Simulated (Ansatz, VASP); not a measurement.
**AlN in VASP and in Ansatz**

Contents of POSCAR:

```
AlN
1.0
    0.2740288835      2.3292455100      2.3292455100
    2.3292455100      0.2740288835      2.3292455100
    2.3292455100      2.3292455100      0.2740288835
Al N
1 1
Direct
    0.0000000000      0.0000000000      0.0000000000
    0.7500000000      0.7500000000      0.7500000000
```

INCAR.step1

```
SYSTEM = AlN
ALGO = Normal ; EDIFF = 1E-4
ENCUT = 520 ; GGA = PE
ISMEAR = 0 ; LASPH = .True.
LCHARG = .False. ; LREAL = .False.
LWAVE = .True. ; NBANDS = 11
NELM = 80 ; PREC = Accurate
SIGMA = 0.05
```

Contents of INCAR.step2:

```
SYSTEM = AlN
ALGO = Normal ; EDIFF = 1E-6
ENCUT = 520 ; ISIF = 2
ISMEAR = 0 ; ISTART = 1
LASPH = .True. ; LCHARG = .False.
LMIXTAU = .True. ; LREAL = .False.
LWAVE = .False. ; METAGGA = R2SCAN
NBANDS = 11 ; NELM = 80
PREC = Accurate ; SIGMA = 0.05
```

KPOINTS

```
k-points
0
Gamma
  10 10 10
  0 0 0
```

Input for Ansatz:

```yaml
crystal:
  lattice:
    - [0.2740288835, 2.32924551, 2.32924551]
    - [2.32924551, 0.2740288835, 2.32924551]
    - [2.32924551, 2.32924551, 0.2740288835]
  atoms:
    - { symbol: Al, position: [0.0, 0.0, 0.0] }
    - { symbol: "N", position: [0.75, 0.75, 0.75] }
basis:
  ecutwfc: 500
kpoints:
  mp_grid: { grid: [10, 10, 10] }
hamiltonian:
  xc: r2scan
scf:
  occupations: { method: gaussian, width: 0.05 }
output:
  forces: true
  stress: true
  eigenvalues: true
```

Alike in both runs: task single point; functional r2SCAN; k mesh 10 × 10 × 10; occupations gaussian, width 0.05 eV; no spin polarisation.

```csv
,VASP,Ansatz
version,VASP 6.6.1,Ansatz 0.2.0
potentials or method,"VASP PAW PBE potentials, release 64 (Al, N), cutoff 520 eV","scalar-relativistic, plane waves, PAW"
valence electrons in the cell,8,8
```

VASP gave:

| Quantity | Value |
| --- | --- |
| gap on the k mesh at the Fermi level (eV) | 3.18 |
| least direct gap on the mesh (eV) | 3.19 |
| pressure (GPa) | 8.3 |
| traceless stress, the component that is largest in VASP (GPa) | -25.67 |
| rms of the force components (eV/Å) | 0.331 |

Q: Estimate Ansatz's values.

A: gap on the k mesh at the Fermi level (eV): 3.18; least direct gap on the mesh (eV): 3.18; pressure (GPa): 8.6; traceless stress, the component that is largest in VASP (GPa): -25.39; rms of the force components (eV/Å): 0.317.

VASP's potentials were made for PBE, not for r2SCAN. Atom by atom the forces differ by 0.013 eV/Å (rms over components). With one functional, cell and mesh, what is left measures potentials, basis and numerics.
